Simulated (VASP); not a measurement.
Runs of VASP 6.6.1 on TlCl. The structure is that of space group Pm-3m (No. 221), or close to it. The cells are those of the table. 

```tsv
task	level	cell	k mesh	cutoff (eV)	smearing	grid for exact exchange (PRECFOCK)	screening parameter	gap on the mesh (eV)	pressure (GPa)
single point	PBE+D4	a = 3.950 Å, 2 atoms	6 × 6 × 6	500	fermi-dirac 0.02 eV	-	-	2.29	-0.1
single point	r2SCANh	a = 3.794 Å, 2 atoms	4 × 4 × 4	440	gaussian 0.01 eV	Normal	-	(b)	1.1
single point	PBE+D3(BJ)	a = 3.918 Å, 2 atoms	6 × 6 × 6	500	fermi-dirac 0.02 eV	-	-	2.23	-0.1
relaxation of cell and atoms	PBE+D3(BJ)	relaxed from a = 3.834 Å, 2 atoms	6 × 6 × 6	500	fermi-dirac 0.02 eV	-	-	2.23	0.0
single point	HSE06	a = 3.794 Å, 2 atoms	4 × 4 × 4	400	gaussian 0.01 eV	Normal	0.2079 1/Å	(a)	1.9
```

Alike in all rows: potentials or basis VASP PAW PBE potentials, release 64 (Tl_d, Cl); no spin polarisation.

Question: Estimate the missing entries.

Answer: (a) 2.74; (b) 2.94.

Caveats: spin-orbit coupling is left out, which moves the levels of the heavy elements; the PAW data sets were made with another functional, which shifts forces and pressure a little (some runs).

A k mesh can miss the band edges, and the runs leave out spin-orbit coupling on Tl.
